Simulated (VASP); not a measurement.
LiBeF3, 5 atoms in the cell. The structure is orthorhombic, space group Amm2 (No. 38). The conventional cell has a = 2.725 Å, b = 5.148 Å, c = 7.921 Å, α = 90.00°, β = 90.00°, γ = 90.00°. Within 2.5 Å of Li (site symmetry mm2) lie 5 F at 1.90 to 1.98 Å. Be (site symmetry mm2) has 4 F at 1.50 to 1.62 Å within 2.0 Å. F (site symmetry m) has 1 Be at 1.50 Å and 2 Li at 1.90 Å within 2.0 Å. F (site symmetry mm2) has 2 Be at 1.62 Å and 1 Li at 1.98 Å within 2.2 Å. 

```yaml
Program: VASP 6.6.1
Task: relaxation of shape and atoms at fixed volume
Functional: PBE
Potentials_or_basis: VASP PAW PBE potentials, release 64 (Li_sv, Be, F)
Cutoff: 600 eV
k_mesh: 8 × 6 × 6
Occupations: gaussian, width 0.02 eV
Spin: no spin polarisation
Dipole_correction: no
Further_INCAR_settings: ALGO = Normal; EDIFF = 1e-06; IBRION = 2; EDIFFG = -0.01; NSW = 50; ISIF = 4
```

Potentials or basis: VASP PAW PBE potentials, release 64 (Li_sv, Be, F).

Launch:

```sh
$ cat potpaw_PBE.64/Li_sv/POTCAR potpaw_PBE.64/Be/POTCAR potpaw_PBE.64/F/POTCAR > POTCAR
$ mpirun -np 1 vasp_std > vasp.out
```

Hardware: 1 thread of Intel(R) Xeon(R) 6975P-C (Granite Rapids) (shared host).

Question: How long does it take, and how much memory?

Answer: Run time: 3.4 min on 1 thread of Intel(R) Xeon(R) 6975P-C (Granite Rapids), with other jobs on the host, peak memory 0.23 GiB. Counts: scf iterations 74, k points 65, ion steps 14.
